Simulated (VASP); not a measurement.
Input of a VASP 6.6.1 run:

File INCAR:

```
ALGO = Normal
EDIFF = 1E-6
ENCUT = 520
GGA = PS
ISIF = 2
ISMEAR = 0
LASPH = True
LCHARG = False
LREAL = False
LWAVE = False
NBANDS = 14
NELM = 100
PREC = Accurate
SIGMA = 0.1
```

KPOINTS

```
k-points
0
Gamma
  18 18 6
```

POSCAR

```
Al
1.0
    2.7464585395      0.0000000000      0.0000000000
   -1.3732292698      2.3785028656      0.0000000000
    0.0000000000      0.0000000000      9.0118381981
Al
4
Direct
    0.0000000000      0.0000000000      0.0000000000
    0.3333333333      0.6666666667      0.2500000000
    0.0000000000      0.0000000000      0.5000000000
    0.6666666667      0.3333333333      0.7500000000
```

Potentials or basis: VASP PAW PBE potentials, release 64 (Al).

Command:

```bash
$ cat potpaw_PBE.64/Al/POTCAR > POTCAR
$ mpirun -np 1 vasp_std > vasp.out
```

(1) Predict the pressure.

(2) Estimate the band gap on the k mesh.

## Answers

(1) 10.1 GPa.

(2) zero (bands 6 and 7 overlap by 5.69 eV).

Caveat: the cell stands under pressure; the PAW data sets were made with another functional, which shifts forces and pressure a little.
